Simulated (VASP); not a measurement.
# SnTe (P6_3mc) in VASP: further runs, part 2 of 2

VASP 6.6.1.

**4. Single point, r2SCAN**

POSCAR

```
SnTe
1.0
    5.3967552201      0.0000000000      0.0000000000
   -2.6983776101      4.6737271186      0.0000000000
    0.0000000000      0.0000000000      6.4878041079
Sn Te
2 2
Direct
    0.3333333333      0.6666666667     -0.0459806368
    0.6666666667      0.3333333333      0.4540193632
    0.3333333333      0.6666666667      0.4209806368
    0.6666666667      0.3333333333      0.9209806368
```

INCAR.step1

```
SYSTEM = SnTe
PREC = Accurate
ENCUT = 520
ISMEAR = 1
SIGMA = 0.05
LREAL = .False.
LASPH = .True.
NELM = 80
NBANDS = 28
GGA = PE
ALGO = Normal
EDIFF = 1E-4
LWAVE = .True.
LCHARG = .False.
```

INCAR.step2

```
SYSTEM = SnTe
PREC = Accurate
ENCUT = 520
EDIFF = 1E-6
ISMEAR = 1
SIGMA = 0.05
LREAL = .False.
LASPH = .True.
NELM = 80
ALGO = Normal
ISIF = 2
LWAVE = .False.
LCHARG = .False.
METAGGA = R2SCAN
LMIXTAU = .True.
NBANDS = 28
ISTART = 1
```

KPOINTS

```
regular mesh
0
Gamma
  6 6 4
  0 0 0
```

Potentials or basis: VASP PAW PBE potentials, release 64 (Sn_d, Te).

Started as:

```console
cat potpaw_PBE.64/Sn_d/POTCAR potpaw_PBE.64/Te/POTCAR > POTCAR
cp INCAR.step1 INCAR
mpirun -np 1 vasp_std > vasp.out
cp INCAR.step2 INCAR
mpirun -np 1 vasp_std > vasp.out
```

OUTCAR:

```text
SYSTEM = SnTe
   PREC = Accurate
   ENCUT = 520
   EDIFF = 1E-6
   ISMEAR = 1
   LREAL = .False.
   LASPH = .True.
   NELM = 80
   ISIF = 2
   METAGGA = R2SCAN
   ISTART = 1

 ion  position               nearest neighbor table
   1  0.333  0.667  0.954-   3 3.03   4 3.12   4 3.12   4 3.12   3 3.46
   2  0.667  0.333  0.454-   4 3.03   3 3.12   3 3.12   3 3.12   4 3.46
   3  0.333  0.667  0.421-   1 3.03   2 3.12   2 3.12   2 3.12   1 3.46
   4  0.667  0.333  0.921-   2 3.03   1 3.12   1 3.12   1 3.12   2 3.46

  LATTYP: Found a hexagonal cell.
 ALAT       =     5.3967552201
 C/A-ratio  =     1.2021675698

  Lattice vectors:

 A1 = (   5.3967552201,   0.0000000000,   0.0000000000)
 A2 = (  -2.6983776101,   4.6737271186,   0.0000000000)
 A3 = (   0.0000000000,   0.0000000000,   6.4878041079)

Analysis of symmetry for initial positions (statically):
=====================================================================
 Subroutine PRICEL returns:
 Original cell was already a primitive cell.

 Routine SETGRP: Setting up the symmetry group for a
 hexagonal supercell.
[... 166 lines left out ...]

  energy without entropy =     -100.77283169  energy(sigma->0) =     -100.77277801

 E-fermi :   4.2504     XC(G=0):  -8.5699

 val. band max:        4.2083507293   @ k =   0.3333   0.3333   0.5000
 cond. band min:       4.8538727083   @ k =   0.1667   0.0000   0.0000
 fundamental gap:      0.6455219791
 Fermi energy:         4.2504448403

 k-point     1 :       0.0000    0.0000    0.0000
  band No.  band energies     occupation
      1     -18.3097      2.00000
      2     -18.3096      2.00000
      3     -18.3094      2.00000
      4     -18.3093      2.00000
      5     -18.3034      2.00000
      6     -18.2901      2.00000
[... 640 lines left out ...]
     27       9.2148      0.00000
     28       9.2148      0.00000

------------------------ aborting loop because EDIFF is reached ----------------------------------------

  FORCE on cell =-STRESS in cart. coord.  units (eV):
  Direction    XX          YY          ZZ          XY          YZ          ZX
  --------------------------------------------------------------------------------------
  -------------------------------------------------------------------------------------
  Total       -0.0113961     -0.0113961      0.0182786      0.0000000     -0.0000000     -0.0000000
  in kB       -0.1115767     -0.1115767      0.1789613      0.0000000     -0.0000000     -0.0000000
  external PRESSURE =      -0.0147307 kB  Pullay stress =       0.0000000 kB

 VOLUME and BASIS-vectors are now :
 -----------------------------------------------------------------------------
  energy-cutoff  :      520.00
  volume of cell :      163.64
      direct lattice vectors                 reciprocal lattice vectors
     5.396755220  0.000000000  0.000000000     0.185296527  0.106981000  0.000000000
    -2.698377610  4.673727119  0.000000000     0.000000000  0.213962000  0.000000000
     0.000000000  0.000000000  6.487804108     0.000000000  0.000000000  0.154135357

 POSITION                                       TOTAL-FORCE (eV/Angst)
 -----------------------------------------------------------------------------------
     -0.00000      3.11582      6.18949        -0.000000      0.000000     -0.007471
      2.69838      1.55791      2.94559         0.000000     -0.000000     -0.007471
     -0.00000      3.11582      2.73124        -0.000000      0.000000      0.007471
      2.69838      1.55791      5.97514        -0.000000      0.000000      0.007471
 -----------------------------------------------------------------------------------
    total drift:                               -0.000000     -0.000000      0.001232

  FREE ENERGIE OF THE ION-ELECTRON SYSTEM (eV)
  ---------------------------------------------------
  free  energy   TOTEN  =      -100.7727511642 eV

  energy  without entropy=     -100.7728316906  energy(sigma->0) =     -100.77277801
```

It took 2.8 min on 1 thread of Intel Xeon Platinum 8488C (Sapphire Rapids), shared host; peak memory 0.34 GiB.

What came out:

- Free energy: -100.7728 eV
- Pressure: 0.0 GPa
- Largest force: 0.007 eV/Å
- Band gap on the k mesh: 0.65 eV (least direct gap 0.85 eV)

Forces on the atoms (eV/Å):
```
Sn   0.000  0.000 -0.007
Sn   0.000  0.000 -0.007
Te   0.000  0.000  0.007
Te   0.000  0.000  0.007
```

Levels at points of the mesh, in eV from the valence-band top:
```tsv
k point	band 18	band 19	band 20	band 21	band 22	band 23
(0.00, 0.00, 0.00)	-2.21	-2.21	-2.20	0.67	0.67	2.40
(0.50, 0.00, 0.00)	-2.61	-2.33	-0.65	1.94	2.73	3.35
(0.00, 0.00, 0.50)	-2.97	-1.70	-1.70	1.24	1.24	1.24
(0.50, 0.00, 0.50)	-2.26	-0.91	-0.91	0.92	0.92	2.58
```

Caveat: the PAW data sets were made with another functional, which shifts forces and pressure a little; spin-orbit coupling is left out, which moves the levels of the heavy elements. A k mesh can miss the band edges.

**5. Single point, r2SCAN**

POSCAR is that of step 4.

INCAR.step1

```
SYSTEM = SnTe
ALGO = Normal ; EDIFF = 1E-4
ENCUT = 520 ; GGA = PE
ISMEAR = 0 ; LASPH = .True.
LCHARG = .False. ; LREAL = .False.
LWAVE = .True. ; NBANDS = 28
NELM = 80 ; PREC = Accurate
SIGMA = 0.001
```

INCAR.step2

```
SYSTEM = SnTe
ALGO = Normal ; EDIFF = 1E-7
ENCUT = 520 ; ISIF = 2
ISMEAR = 0 ; ISTART = 1
LASPH = .True. ; LCHARG = .True.
LELF = .True. ; LMIXTAU = .True.
LREAL = .False. ; LVHAR = .True.
LWAVE = .False. ; METAGGA = R2SCAN
NBANDS = 28 ; NELM = 80
PREC = Accurate ; SIGMA = 0.001
```

KPOINTS

```
k-points
0
Gamma
  6 6 4
  0 0 0
```

Started as:

```console
cat potpaw_PBE.64/Sn_d/POTCAR potpaw_PBE.64/Te/POTCAR > POTCAR
cp INCAR.step1 INCAR
mpirun -np 1 vasp_std > vasp.out
cp INCAR.step2 INCAR
mpirun -np 1 vasp_std > vasp.out
```

It took 3.1 min on 1 thread of Intel Xeon Platinum 8488C (Sapphire Rapids), shared host; peak memory 0.34 GiB.

It converged, with:

```
Free energy            : -100.7728 eV
Pressure               : 0.0 GPa
Largest force          : 0.008 eV/Å
Band gap on the k mesh : 0.65 eV (least direct gap 0.85 eV)
```

Forces in eV/Å, atoms in the order of the input:
```
Sn   0.000  0.000 -0.008
Sn   0.000  0.000 -0.008
Te   0.000  0.000  0.008
Te   0.000  0.000  0.008
```

Levels at points of the mesh, in eV from the valence-band top:
| k point | band 17 | band 18 | band 19 | band 20 | band 21 | band 22 | band 23 | band 24 |
| --- | --- | --- | --- | --- | --- | --- | --- | --- |
| (0.00, 0.00, 0.00) | -3.59 | -2.21 | -2.21 | -2.20 | 0.67 | 0.67 | 2.40 | 2.40 |
| (0.50, 0.00, 0.00) | -3.39 | -2.61 | -2.33 | -0.65 | 1.94 | 2.73 | 3.35 | 3.80 |
| (0.00, 0.00, 0.50) | -2.97 | -2.97 | -1.70 | -1.70 | 1.24 | 1.24 | 1.24 | 1.24 |
| (0.50, 0.00, 0.50) | -2.26 | -2.26 | -0.91 | -0.91 | 0.92 | 0.92 | 2.58 | 2.58 |

Caveat: the PAW data sets were made with another functional, which shifts forces and pressure a little; spin-orbit coupling is left out, which moves the levels of the heavy elements. A k mesh can miss the band edges.

**6. Overview**

| smearing | gap on the mesh (eV) | pressure (GPa) | largest force (eV/Å) |
| --- | --- | --- | --- |
| gaussian 0.01 eV | 0.65 | 0.0 | 0.01 |
| methfessel-paxton 0.05 eV | 0.65 | 0.0 | 0.01 |
| gaussian 0.001 eV | 0.65 | 0.0 | 0.01 |

Alike in all rows: task single point; level r2SCAN; potentials or basis VASP PAW PBE potentials, release 64 (Sn_d, Te); no spin polarisation; cell as given; k mesh 6 × 6 × 4; cutoff (eV) 520.

Caveats: the PAW data sets were made with another functional, which shifts forces and pressure a little; spin-orbit coupling is left out, which moves the levels of the heavy elements.

Total energies depend on the potentials used, so only differences within one code and one set of settings carry meaning.
